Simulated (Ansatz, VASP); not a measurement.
# One calculation of Mn, two programs

File POSCAR:

```
Mn
1.0
    2.3930724367      0.0000000000      0.0000000000
    0.0000000000      2.3930724367      0.0000000000
    0.0000000000      0.0000000000      2.3930724367
Mn
1
Direct
    0.0000000000      0.0000000000      0.0000000000
```

Contents of INCAR.step1:

```
PREC = Accurate
ENCUT = 520
ISMEAR = -1
SIGMA = 0.05
LREAL = F
LASPH = T
NELM = 150
ISPIN = 2
MAGMOM = 1.801
LMAXMIX = 4
NBANDS = 16
GGA = PE
ALGO = Normal
EDIFF = 1E-4
LWAVE = T
LCHARG = F
```

The input INCAR.step2:

```
PREC = Accurate
ENCUT = 520
EDIFF = 1E-7
ISMEAR = -1
SIGMA = 0.05
LREAL = F
LASPH = T
NELM = 150
ALGO = Normal
ISIF = 2
LWAVE = F
LCHARG = T
ISPIN = 2
MAGMOM = 1.801
LORBIT = 11
LMAXMIX = 4
METAGGA = R2SCAN
LMIXTAU = T
LELF = T
LVHAR = T
NBANDS = 16
ISTART = 1
```

KPOINTS

```
Automatic mesh
0
Gamma
  15 15 15
```

Input for Ansatz:

```yaml
crystal:
  lattice:
    - [2.3930724367, 0.0, 0.0]
    - [0.0, 2.3930724367, 0.0]
    - [0.0, 0.0, 2.3930724367]
  atoms:
    - { symbol: Mn, position: [0.0, 0.0, 0.0], spin: 1.801 }
hamiltonian:
  xc: r2scan
  pseudopotentials:
    kind: paw
    azcp:
      Mn: "pseudopotentials/Mn.paw.azcp"
basis:
  ecutwfc: 500
  fft_grid_basis: typed
kpoints:
  mp_grid: { grid: [15, 15, 15], shift: [0, 0, 0] }
magnetization:
  spin_polarized: true
scf:
  occupations: { method: fermi_dirac, width: 0.05 }
  lower_state_search: "off"
output:
  stress: true
  write_density: true
  write_potential: true
  elf: true
  volumetric_format: npy
```

Alike in both runs: task single point; functional r2SCAN; k mesh 15 × 15 × 15; occupations fermi-dirac, width 0.05 eV; collinear spin.

```csv
,VASP,Ansatz
version,VASP 6.6.1,Ansatz 0.2.0
potentials or method,"VASP PAW PBE potentials, release 64 (Mn_pv), cutoff 520 eV","plane waves (500 eV) with PAW, scalar-relativistic"
valence electrons in the cell,13,15
```

|  | VASP | Ansatz | Ansatz less VASP |
| --- | --- | --- | --- |
| pressure (GPa) | 14.2 | 13.5 | -0.76 |
| net moment per atom (μB) | 3.04 | 3.02 | -0.019 |
| size of the moment on the site where the two differ most (μB) | 3.00 | 2.89 | -0.107 |

VASP's potentials were made for PBE, not for r2SCAN. Site moments also hang on the region over which each program counts them. With one functional, cell and mesh, what is left measures potentials, basis and numerics. VASP's potentials hold 13 valence electrons a cell and Ansatz's 15, so a difference there can come from the potentials and not from the codes. Ansatz's warnings: stability check not made.
